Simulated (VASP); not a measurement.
Write the native input for VASP 6.6.1 that does the following.

| Item | Value |
| --- | --- |
| Task | single point |
| Functional | PBE |
| Potentials or basis | VASP PAW PBE potentials, release 64 (Sr_sv, Hg_sv_GW, O) |
| Cutoff | 600 eV |
| k mesh | 8 × 8 × 8 |
| Occupations | gaussian, width 0.1 eV |
| Spin | no spin polarisation |
| Dipole correction | no |
| Further INCAR settings | ALGO = Normal; EDIFF = 1e-06; NBANDS = 57 |

The structure of SrHg3O4 lies in POSCAR:

```
SrHg3O4
1.0
    4.8366776335      0.0000000000      0.0000000000
    0.0000000000      4.8366776335      0.0000000000
    0.0000000000      0.0000000000      4.8366776335
Sr Hg O
1 3 4
Direct
    0.0000000000      0.0000000000      0.0000000000
    0.0000000000      0.5000000000      0.5000000000
    0.5000000000      0.0000000000      0.5000000000
    0.5000000000      0.5000000000      0.0000000000
    0.5000000000      0.0000000000      0.0000000000
    0.5000000000      0.5000000000      0.5000000000
    0.0000000000      0.0000000000      0.5000000000
    0.0000000000      0.5000000000      0.0000000000
```

One way to write it, as run:

INCAR

```
SYSTEM = SrHg3O4
PREC     = Accurate       ! precision mode
ENCUT    = 600            ! plane-wave cutoff, eV
EDIFF    = 1E-6           ! SCF threshold, eV
ISMEAR   = 0              ! smearing method
SIGMA    = 0.1            ! smearing width, eV
LREAL    = .FALSE.        ! projectors in reciprocal space
LASPH    = .TRUE.         ! aspherical terms in the spheres
NELM     = 120            ! most SCF steps
ALGO     = Normal         ! electronic algorithm
ISIF     = 2              ! what is computed and relaxed
LWAVE    = .FALSE.        ! write WAVECAR
LCHARG   = .TRUE.         ! write CHGCAR
GGA      = PE             ! functional
LELF     = .TRUE.         ! ELF
LVHAR    = .TRUE.       
NBANDS   = 57             ! bands
GGA_COMPAT= .FALSE.
```

KPOINTS

```
Automatic mesh
0
G
  8 8 8
  0 0 0
```

Potentials or basis: VASP PAW PBE potentials, release 64 (Sr_sv, Hg_sv_GW, O).

Launch:

```console
$ cat potpaw_PBE.64/Sr_sv/POTCAR potpaw_PBE.64/Hg_sv_GW/POTCAR potpaw_PBE.64/O/POTCAR > POTCAR
$ mpirun -np 1 vasp_std > vasp.out
```

Results of the run:

- Pressure: 12.1 GPa
- Band gap on the k mesh: zero (bands 47 and 48 overlap by 1.29 eV)

Caveat: the cell stands under pressure; spin-orbit coupling is left out, which moves the levels of the heavy elements.

Run time: 5.3 min on 1 thread of Intel(R) Xeon(R) Platinum 8488C (Sapphire Rapids), with other jobs on the host, peak memory 0.42 GiB.
